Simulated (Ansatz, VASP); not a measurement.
HfTe4 in VASP and in Ansatz

Contents of INCAR:

```
PREC = Accurate
ENCUT = 500
EDIFF = 1E-6
ISMEAR = 0
SIGMA = 0.1
LREAL = False
LASPH = True
NELM = 120
ALGO = Normal
ISIF = 2
LWAVE = False
LCHARG = False
GGA = PE
NBANDS = 25
GGA_COMPAT = False
```

The input KPOINTS:

```
Automatic mesh
0
Gamma
  4 4 4
```

The input POSCAR:

```
HfTe4
1.0
    5.3694149400      0.0000000000      0.0000000000
    0.0000000000      5.3694149400      0.0000000000
    0.0000000000      0.0000000000      5.3694149400
Hf Te
1 4
Direct
    0.5000000000      0.5000000000      0.5000000000
    0.7963511500      0.7963511500      0.7963511500
    0.2036488500      0.2036488500      0.7963511500
    0.2036488500      0.7963511500      0.2036488500
    0.7963511500      0.2036488500      0.2036488500
```

Input for Ansatz:

```yaml
crystal:
  lattice:
    - [5.36941494, 0.0, 0.0]
    - [0.0, 5.36941494, 0.0]
    - [0.0, 0.0, 5.36941494]
  atoms:
    - { symbol: Hf, position: [0.5, 0.5, 0.5] }
    - { symbol: Te, position: [0.79635115, 0.79635115, 0.79635115] }
    - { symbol: Te, position: [0.20364885, 0.20364885, 0.79635115] }
    - { symbol: Te, position: [0.20364885, 0.79635115, 0.20364885] }
    - { symbol: Te, position: [0.79635115, 0.20364885, 0.20364885] }
basis:
  ecutwfc: 420
kpoints:
  mp_grid: { grid: [4, 4, 4] }
hamiltonian:
  xc: pbe
scf:
  occupations: { method: gaussian, width: 0.1 }
  lower_state_search: "off"
output:
  forces: true
  stress: true
  eigenvalues: true
```

Alike in both runs: task single point; functional PBE; k mesh 4 × 4 × 4; occupations gaussian, width 0.1 eV; no spin polarisation.

|  | VASP | Ansatz |
| --- | --- | --- |
| version | VASP 6.6.1 | Ansatz 0.2.0 |
| potentials or method | VASP PAW PBE potentials, release 64 (Hf_pv, Te), cutoff 500 eV | scalar-relativistic, plane waves, PAW |
| valence electrons in the cell | 34 | 90 |

```csv
,VASP,Ansatz,Ansatz less VASP
gap on the k mesh at the Fermi level (eV),none,none,-
pressure (GPa),3.8,4.0,+0.13
rms of the force components (eV/Å),0.667,0.661,-0.0061
```

Atom by atom the forces differ by 0.006 eV/Å (rms over components). A gap of «none» marks a metal or a gap that the smearing closes. VASP's potentials hold 34 valence electrons a cell and Ansatz's 90, so a difference there can come from the potentials and not from the codes.

Neither program's run includes spin-orbit coupling.
